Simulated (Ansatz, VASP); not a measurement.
Two plane-wave programs on CuO

```
CELL_PARAMETERS angstrom
2.33660 -1.73850 0.00000
2.33660 1.73850 0.00000
-0.76216 0.00000 5.06194
ATOMIC_POSITIONS crystal
Cu 0.00000 0.50000 0.00000
Cu 0.50000 0.00000 0.50000
O 0.54830 0.45170 0.25000
O 0.45170 0.54830 0.75000
```

Alike in both runs: task single point; functional PBE; k mesh 7 × 7 × 4; occupations fermi-dirac, width 0.03 eV; collinear spin.

|  | VASP | Ansatz |
| --- | --- | --- |
| version | VASP 6.6.1 | Ansatz 0.2.0 |
| potentials or method | VASP PAW PBE potentials, release 64 (Cu, O), cutoff 520 eV | PAW, plane waves, scalar-relativistic |
| valence electrons in the cell | 34 | 50 |

```tsv
	VASP	Ansatz	Ansatz less VASP
pressure (GPa)	7.8	7.1	-0.73
traceless stress, the component that is largest in VASP (GPa)	2.44	2.25	-0.182
rms of the force components (eV/Å)	0.085	0.066	-0.0196
net moment per atom (μB)	0.00	0.00	0.000
```

Atom by atom the forces differ by 0.020 eV/Å (rms over components). VASP's potentials hold 34 valence electrons a cell and Ansatz's 50, so a difference there can come from the potentials and not from the codes. Ansatz's warnings: seeded moment not kept.
